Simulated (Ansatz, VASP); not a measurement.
## Two plane-wave programs on ZnS

```
CELL_PARAMETERS angstrom
0.00000 2.72115 2.72115
2.72115 0.00000 2.72115
2.72115 2.72115 0.00000
ATOMIC_POSITIONS crystal
Zn 0.00000 0.00000 0.00000
S 0.75000 0.75000 0.75000
```

Alike in both runs: task single point; functional PBE; k mesh 10 × 10 × 10; occupations gaussian, width 0.01 eV; no spin polarisation.

|  | VASP | Ansatz |
| --- | --- | --- |
| version | VASP 6.6.1 | Ansatz 0.2.0 |
| potentials or method | VASP PAW PBE potentials, release 64 (Zn, S), cutoff 520 eV | scalar-relativistic, plane waves, PAW |
| valence electrons in the cell | 18 | 18 |

VASP gave:

| Item | Value |
| --- | --- |
| gap on the k mesh at the Fermi level (eV) | 2.02 |
| least direct gap on the mesh (eV) | 2.02 |
| pressure (GPa) | 0.2 |

Problem. What did Ansatz give for the same quantities?

Solution. gap on the k mesh at the Fermi level (eV): 2.02; least direct gap on the mesh (eV): 2.02; pressure (GPa): 0.0.
